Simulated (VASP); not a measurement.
Set up this calculation in VASP 6.6.1, as the native input.

```yaml
Task: single point
Functional: PBE
Potentials_or_basis: VASP PAW PBE potentials, release 64 (Y_sv)
Cutoff: 520 eV
k_mesh: 9 × 9 × 9
Occupations: fermi-dirac, width 0.05 eV
Spin: no spin polarisation
Dipole_correction: no
Further_INCAR_settings: ALGO = Normal; EDIFF = 1e-06; NBANDS = 12
```

The structure of Y lies in POSCAR:

```
Y
1.0
    0.0000000000      2.4998949931      2.4998949931
    2.4998949931      0.0000000000      2.4998949931
    2.4998949931      2.4998949931      0.0000000000
Y
1
Direct
    0.0000000000      0.0000000000      0.0000000000
```

This cell differs from its parent crystal: volume scaled by 0.94.

One way to write it, as run:

INCAR

```
SYSTEM = Y
  PREC = Accurate
  ENCUT = 520
  EDIFF = 1E-6
  ISMEAR = -1
  SIGMA = 0.05
  LREAL = .FALSE.
  LASPH = .TRUE.
  NELM = 80
  ALGO = Normal
  ISIF = 2
  LWAVE = .FALSE.
  LCHARG = .FALSE.
  GGA = PE
  NBANDS = 12
```

KPOINTS

```
regular mesh
0
G
  9 9 9
  0 0 0
```

Potentials or basis: VASP PAW PBE potentials, release 64 (Y_sv).

Launch:

```console
$ cat potpaw_PBE.64/Y_sv/POTCAR > POTCAR
$ mpirun -np 1 vasp_std > vasp.out
```

It gave:

```yaml
Pressure: 1.5 GPa
```

It took 16 s on 1 thread of AMD EPYC 7R13 Processor (Zen 3), with other jobs on the host, peak memory 0.14 GiB.
